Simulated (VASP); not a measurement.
Here is a VASP 6.6.1 calculation.

File INCAR:

```
SYSTEM = Sn2TeS
PREC = Accurate
ENCUT = 600
EDIFF = 1E-7
ISMEAR = 0
SIGMA = 0.1
LREAL = .False.
LASPH = .True.
NELM = 60
ALGO = Normal
ISIF = 3
LWAVE = .False.
LCHARG = .False.
GGA = PE
IBRION = 2
NSW = 100
EDIFFG = -0.01
```

The input KPOINTS:

```
regular mesh
0
Gamma
  12 12 6
  0 0 0
```

Contents of POSCAR:

```
Sn2TeS
1.0
    4.2441528850      0.0000000000      0.0000000000
   -2.1220764425      3.6755442160      0.0000000000
    0.0000000000      0.0000000000      7.5509128220
Sn Te S
2 1 1
Direct
    0.0000000000      0.0000000000      0.2716189731
    0.0000000000      0.0000000000      0.7283810269
    0.3333333333      0.6666666667      0.0000000000
    0.6666666667      0.3333333333      0.5000000000
```

Potentials or basis: VASP PAW PBE potentials, release 64 (Sn_d, Te, S).

Run with:

```bash
$ cat potpaw_PBE.64/Sn_d/POTCAR potpaw_PBE.64/Te/POTCAR potpaw_PBE.64/S/POTCAR > POTCAR
$ mpirun -np 1 vasp_std > vasp.out
```

Estimate the relaxed volume.

29.35 Å³/atom.

What does it give for the space group after relaxing (to 0.1 Å)?

P-6m2 (No. 187).

What does it give for the relaxed cell?

a = 4.243 Å, b = 4.243 Å, c = 7.530 Å, α = 90.00°, β = 90.00°, γ = 120.00°.

What does it give for the band gap on the k mesh?

Zero (bands 20 and 21 overlap by 0.39 eV).

Final structure:
```yaml
crystal:
  lattice:
    - [4.24308, 0.00000, 0.00000]
    - [-2.12154, 3.67462, 0.00000]
    - [0.00000, 0.00000, 7.53023]
  atoms:
    - { symbol: Sn, position: [0.00000, 0.00000, 0.27178] }
    - { symbol: Sn, position: [0.00000, 0.00000, 0.72822] }
    - { symbol: Te, position: [0.33333, 0.66667, 0.00000] }
    - { symbol: S, position: [0.66667, 0.33333, 0.50000] }
```

Caveat: semilocal functionals underestimate gaps, so a narrow gap can read as zero; spin-orbit coupling is left out, which moves the levels of the heavy elements.
